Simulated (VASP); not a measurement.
# NaCl (F-43m) in VASP: a series of runs

Aim: see how the results for NaCl move with the level of theory and the settings. Levels: PBE, r2SCAN. Tasks: single point.

All numbers are computed with VASP 6.6.1; they aren't measurements. Logs are shortened: lines on timing, memory, paths and dates and some standing lists are left out, and cuts for length are marked.

### Step 1. The cell of the first run

It takes space group F-43m (No. 216, cubic). Conventional cell: a = 6.175 Å, b = 6.175 Å, c = 6.175 Å, α = 90.00°, β = 90.00°, γ = 90.00°. Within 3.5 Å of Na (site symmetry -43m) lie 4 Cl at 2.67 Å. Cl (site symmetry -43m) has 4 Na at 2.67 Å within 3.5 Å.

### Step 2. Single point, PBE

INCAR reads:

```
  ALGO = Normal
  EDIFF = 1E-7
  ENCUT = 520
  GGA = PE
  ISIF = 2
  ISMEAR = 0
  LASPH = True
  LCHARG = False
  LREAL = False
  LWAVE = False
  NBANDS = 14
  NELM = 60
  PREC = Accurate
  SIGMA = 0.01
```

KPOINTS reads:

```
k-points
0
Gamma
  8 8 8
```

POSCAR reads:

```
NaCl
1.0
    0.0000000000      3.0872727869      3.0872727869
    3.0872727869      0.0000000000      3.0872727869
    3.0872727869      3.0872727869      0.0000000000
Na Cl
1 1
Direct
    0.0000000000      0.0000000000      0.0000000000
    0.2500000000      0.2500000000      0.2500000000
```

Potentials or basis: VASP PAW PBE potentials, release 64 (Na_pv, Cl).

Started as:

```bash
$ cat potpaw_PBE.64/Na_pv/POTCAR potpaw_PBE.64/Cl/POTCAR > POTCAR
$ mpirun -np 1 vasp_std > vasp.out
```

OUTCAR:

```text
EDIFF = 1E-7
   ENCUT = 520
   GGA = PE
   ISIF = 2
   ISMEAR = 0
   LASPH = True
   LREAL = False
   NELM = 60
   PREC = Accurate

 ion  position               nearest neighbor table
   1  0.000  0.000  0.000-   2 2.67   2 2.67   2 2.67   2 2.67
   2  0.250  0.250  0.250-   1 2.67   1 2.67   1 2.67   1 2.67

  LATTYP: Found a face centered cubic cell.
 ALAT       =     6.1745455738

  Lattice vectors:

 A1 = (   0.0000000000,   3.0872727869,   3.0872727869)
 A2 = (   3.0872727869,   0.0000000000,   3.0872727869)
 A3 = (   3.0872727869,   3.0872727869,   0.0000000000)

Analysis of symmetry for initial positions (statically):
=====================================================================
 Subroutine PRICEL returns:
 Original cell was already a primitive cell.

 Routine SETGRP: Setting up the symmetry group for a
 face centered cubic supercell.

 Subroutine GETGRP returns: Found 24 space group operations
 (whereof 24 operations were pure point group operations)
 out of a pool of 48 trial point group operations.

The static configuration has the point symmetry T_d .

Analysis of symmetry for dynamics (positions and initial velocities):
=====================================================================
 Subroutine PRICEL returns:
 Original cell was already a primitive cell.

 Routine SETGRP: Setting up the symmetry group for a
 face centered cubic supercell.

 Subroutine GETGRP returns: Found 24 space group operations
 (whereof 24 operations were pure point group operations)
 out of a pool of 48 trial point group operations.

The dynamic configuration has the point symmetry T_d .

 Subroutine INISYM returns: Found 24 space group operations
 (whereof 24 operations are pure point group operations),
 and found     1 'primitive' translations

----------------------------------------------------------------------------------------

                                     Primitive cell

  volume of cell :      58.8512

  direct lattice vectors                    reciprocal lattice vectors
     0.000000000  3.087272787  3.087272787    -0.161955238  0.161955238  0.161955238
     3.087272787  0.000000000  3.087272787     0.161955238 -0.161955238  0.161955238
     3.087272787  3.087272787  0.000000000     0.161955238  0.161955238 -0.161955238

  length of vectors
     4.366063046  4.366063046  4.366063046     0.280514701  0.280514701  0.280514701

  position of ions in fractional coordinates (direct lattice)
     0.000000000  0.000000000  0.000000000
     0.250000000  0.250000000  0.250000000

  ion indices of the primitive-cell ions
   primitive index   ion index
                 1           1
                 2           2

----------------------------------------------------------------------------------------

 KPOINTS: k-points

Automatic generation of k-mesh.
 Grid dimensions read from file:
 generate k-points for:    8    8    8

 Generating k-lattice:

  Cartesian coordinates                     Fractional coordinates (reciprocal lattice)
    -0.020244405  0.020244405  0.020244405     0.125000000  0.000000000  0.000000000
     0.020244405 -0.020244405  0.020244405     0.000000000  0.125000000  0.000000000
     0.020244405  0.020244405 -0.020244405     0.000000000  0.000000000  0.125000000

  Length of vectors
     0.035064338  0.035064338  0.035064338

  Shift w.r.t. Gamma in fractional coordinates (k-lattice)
     0.000000000  0.000000000  0.000000000

 Subroutine IBZKPT returns following result:
 ===========================================

 Found     29 irreducible k-points:

 Following reciprocal coordinates:
            Coordinates               Weight
  0.000000  0.000000  0.000000      1.000000
  0.125000  0.000000  0.000000      8.000000
  0.250000  0.000000  0.000000      8.000000
  0.375000  0.000000  0.000000      8.000000
  0.500000  0.000000  0.000000      4.000000
  0.125000  0.125000  0.000000      6.000000
[... 16 lines left out ...]
  0.500000  0.250000  0.125000     48.000000
 -0.375000  0.250000  0.125000     24.000000
 [... further k-points ...]
   k-points           NKPTS =     29   k-points in BZ     NKDIM =     29   number of bands    NBANDS=     14
   number of dos      NEDOS =    301   number of ions     NIONS =      2
   total plane-waves  NPLWV =  32768
   dimension x,y,z NGX =    32 NGY =   32 NGZ =   32
   dimension x,y,z NGXF=    64 NGYF=   64 NGZF=   64
   ions per type =               1   1
   NGX,Y,Z   is equivalent  to a cutoff of  12.18, 12.18, 12.18 a.u.
   NGXF,Y,Z  is equivalent  to a cutoff of  24.37, 24.37, 24.37 a.u.
 SYSTEM =  unknown system
   PREC   = accura    normal or accurate (medium, high low for compatibility)
   ISTART =      0    job   : 0-new  1-cont  2-samecut
   ICHARG =      2    charge: 1-file 2-atom 10-const
   ISPIN  =      1    spin polarized calculation?
   LNONCOLLINEAR =      F non collinear calculations
   LSORBIT =      F    spin-orbit coupling
   LASPH  =      T    aspherical Exc in radial PAW
   ENCUT  =  520.0 eV  38.22 Ry    6.18 a.u.   8.12  8.12  8.12*2*pi/ulx,y,z
   NELM   =     60;   NELMIN=  2; NELMDL= -5     # of ELM steps
   EDIFF  = 0.1E-06   stopping-criterion for ELM
   LREAL  =      F    real-space projection
   EDIFFG = 0.1E-05   stopping-criterion for IOM
   NSW    =      0    number of steps for IOM
   IBRION =     -1    ionic relax: 0-MD 1-quasi-New 2-CG
   NFREE  =      0    steps in history (QN), initial steepest desc. (CG)
   ISIF   =      2    stress and relaxation
   ISYM   =      2    0-nonsym 1-usesym 2-fastsym
   POTIM  = 0.5000    time-step for ionic-motion
   TEBEG  =    0.0;   TEEND  =   0.0 temperature during run
   PSTRESS=    0.0 pullay stress
   NELECT =      14.0000    total number of electrons
   NUPDOWN=      -1.0000    fix difference up-down
   EMIN   =  10.00;   EMAX   =-10.00  energy-range for DOS
   EFERMI =   0.00;   METHOD = LEGACY
   ISMEAR =     0;   SIGMA  =   0.01  broadening in eV -4-tet -1-fermi 0-gaus
   EFERMI_NEDOS =   21; number of points for ismear=-14 and -15
   IALGO  =     38    algorithm
   IMIX   =      4    mixing-type and parameters
     AMIX     =   0.40;   BMIX     =  1.00
     AMIX_MAG =   1.60;   BMIX_MAG =  1.00
  volume/ion in A,a.u.               =      29.43       198.57
  Fermi-wavevector in a.u.,A,eV,Ry     =   1.014376  1.916894 13.999846  1.028960
  Thomas-Fermi vector in A             =   2.147600
   LORBIT       =      0    0 simple, 1 ext, 2 COOP (PROOUT), +10 PAW based schemes
   GGA     = PE    functional components
   LHFCALC =     F    Hartree Fock is set to
   AEXX    =    0.0000 exact exchange contribution
   IVDW    =     0    specifies the selected vdW correction
   LEPSILON=     F    determine dielectric tensor
   LRPA    =     F    only Hartree local field effects (RPA)
 non-spin polarized calculation
 Gauss-broadening in eV      SIGMA  =   0.01
  energy-cutoff  :      520.00
  volume of cell :       58.85
 maximum number of plane-waves:      1604
   NGX = 17   NGY = 17   NGZ = 17

 number of electron      13.9999997 magnetization

 Free energy of the ion-electron system (eV)
  ---------------------------------------------------
  ext. energy  EPLUGINS =         0.00000000
  ---------------------------------------------------
  free energy    TOTEN  =        -6.63778085 eV

  energy without entropy =       -6.63778085  energy(sigma->0) =       -6.63778085

 E-fermi :  -2.3447     XC(G=0):  -6.8567

 val. band max:       -2.4008965364   @ k =   0.0000   0.0000   0.0000
 cond. band min:       2.5401020356   @ k =   0.0000   0.0000   0.0000
 fundamental gap:      4.9409985720
 Fermi energy:        -2.3446516149

 k-point     1 :       0.0000    0.0000    0.0000
  band No.  band energies     occupation
      1     -23.0004      2.00000
      2     -23.0003      2.00000
      3     -23.0003      2.00000
      4     -14.5201      2.00000
      5      -2.4009      2.00000
      6      -2.4009      2.00000
      7      -2.4009      2.00000
      8       2.5401      0.00000
      9       8.8241      0.00000
     10       8.8241      0.00000
     11       8.8241      0.00000
     12      10.6014      0.00000
     13      10.6014      0.00000
     14      13.0428      0.00000

 k-point     2 :       0.1250    0.0000    0.0000
  band No.  band energies     occupation
      1     -23.0025      2.00000
      2     -23.0006      2.00000
      3     -23.0006      2.00000
      4     -14.4991      2.00000
      5      -2.5947      2.00000
      6      -2.4149      2.00000
      7      -2.4149      2.00000
      8       2.8994      0.00000
      9       8.4320      0.00000
     10       8.9221      0.00000
     11       8.9221      0.00000
     12      10.2462      0.00000
     13      10.2462      0.00000
     14      12.3268      0.00000

 k-point     3 :       0.2500    0.0000    0.0000
  band No.  band energies     occupation
      1     -23.0075      2.00000
      2     -23.0011      2.00000
      3     -23.0011      2.00000
      4     -14.4481      2.00000
      5      -2.9950      2.00000
      6      -2.4480      2.00000
      7      -2.4480      2.00000
      8       3.7505      0.00000
      9       7.6617      0.00000
     10       8.7789      0.00000
     11       8.7789      0.00000
     12      10.3777      0.00000
     13      10.3777      0.00000
     14      11.6392      0.00000
[... 324 lines left out ...]
 k-point    23 :       0.5000    0.2500    0.1250
  band No.  band energies     occupation
      1     -23.0127      2.00000
      2     -23.0043      2.00000
      3     -23.0024      2.00000
      4     -14.3686      2.00000
      5      -3.2388      2.00000
      6      -2.7476      2.00000
      7      -2.5490      2.00000
      8       5.2008      0.00000
      9       6.7523      0.00000
     10       7.6125      0.00000
     11       8.9345      0.00000
     12      10.5167      0.00000
     13      12.3576      0.00000
     14      12.8971      0.00000

 k-point    24 :      -0.3750    0.2500    0.1250
  band No.  band energies     occupation
      1     -23.0139      2.00000
      2     -23.0047      2.00000
      3     -23.0028      2.00000
      4     -14.3513      2.00000
      5      -3.3020      2.00000
      6      -2.7873      2.00000
      7      -2.5750      2.00000
      8       5.9073      0.00000
      9       6.0550      0.00000
     10       7.7734      0.00000
     11       8.7975      0.00000
     12      11.0210      0.00000
     13      11.9398      0.00000
     14      12.8728      0.00000

 [... further k-points ...]
[... 5 lines left out ...]
  --------------------------------------------------------------------------------------
  -------------------------------------------------------------------------------------
  Total        0.2547301      0.2547301      0.2547301      0.0000000      0.0000000     -0.0000000
  in kB        6.9348291      6.9348291      6.9348291      0.0000000      0.0000000     -0.0000000
  external PRESSURE =       6.9348291 kB  Pullay stress =       0.0000000 kB

 VOLUME and BASIS-vectors are now :
 -----------------------------------------------------------------------------
  energy-cutoff  :      520.00
  volume of cell :       58.85
      direct lattice vectors                 reciprocal lattice vectors
     0.000000000  3.087272787  3.087272787    -0.161955238  0.161955238  0.161955238
     3.087272787  0.000000000  3.087272787     0.161955238 -0.161955238  0.161955238
     3.087272787  3.087272787  0.000000000     0.161955238  0.161955238 -0.161955238

 POSITION                                       TOTAL-FORCE (eV/Angst)
 -----------------------------------------------------------------------------------
      0.00000      0.00000      0.00000        -0.000000     -0.000000     -0.000000
      1.54364      1.54364      1.54364         0.000000      0.000000      0.000000
 -----------------------------------------------------------------------------------
    total drift:                                0.000002      0.000002      0.000003

  FREE ENERGIE OF THE ION-ELECTRON SYSTEM (eV)
  ---------------------------------------------------
  free  energy   TOTEN  =        -6.6377808481 eV

  energy  without entropy=       -6.6377808481  energy(sigma->0) =       -6.63778085
```

It took 39 s on 1 thread of AMD EPYC 7R13 (Zen 3), shared host; peak memory 0.14 GiB.

What came out:

* Free energy: -6.6378 eV
* Pressure: 0.7 GPa
* Band gap on the k mesh: 4.94 eV, direct

A k mesh can miss the band edges.

### Step 3. Single point, r2SCAN

POSCAR is that of step 2.

INCAR.step1 reads:

```
ALGO = Normal
EDIFF = 1E-4
ENCUT = 520
GGA = PE
ISMEAR = 0
LASPH = True
LCHARG = False
LREAL = False
LWAVE = True
NBANDS = 14
NELM = 100
PREC = Accurate
SIGMA = 0.01
```

INCAR.step2 reads:

```
ALGO = Normal
EDIFF = 1E-6
ENCUT = 520
ISIF = 2
ISMEAR = 0
ISTART = 1
LASPH = True
LCHARG = False
LMIXTAU = True
LREAL = False
LWAVE = False
METAGGA = R2SCAN
NBANDS = 14
NELM = 100
PREC = Accurate
SIGMA = 0.01
```

KPOINTS is that of step 2.

Potentials or basis: VASP PAW PBE potentials, release 64 (Na_pv, Cl).

Started as:

```bash
$ cat potpaw_PBE.64/Na_pv/POTCAR potpaw_PBE.64/Cl/POTCAR > POTCAR
$ cp INCAR.step1 INCAR
$ mpirun -np 1 vasp_std > vasp.out
$ cp INCAR.step2 INCAR
$ mpirun -np 1 vasp_std > vasp.out
```

It took 2 min on 1 thread of AMD EPYC 7R13 (Zen 3), shared host; peak memory 0.15 GiB.

The run converged. Its results:

```
Free energy            : -13.5619 eV
Pressure               : -0.1 GPa
Band gap on the k mesh : 5.57 eV, direct
```

Levels at points of the mesh, in eV from the valence-band top:
| k point | band 3 | band 4 | band 5 | band 6 | band 7 | band 8 | band 9 | band 10 | band 11 | band 12 |
| --- | --- | --- | --- | --- | --- | --- | --- | --- | --- | --- |
| (0.00, 0.00, 0.00) | -21.29 | -12.66 | 0.00 | 0.00 | 0.00 | 5.57 | 12.07 | 12.07 | 12.07 | 13.73 |
| (0.50, 0.00, 0.00) | -21.30 | -12.52 | -1.04 | -0.09 | -0.09 | 8.34 | 9.47 | 11.36 | 11.36 | 15.18 |
| (0.50, 0.50, 0.00) | -21.30 | -12.47 | -0.94 | -0.30 | -0.30 | 7.49 | 9.80 | 11.59 | 14.07 | 14.07 |

Caveat: the PAW data sets were made with another functional, which shifts forces and pressure a little. r2SCAN opens gaps a little over a GGA but as a rule still falls short of measured ones.
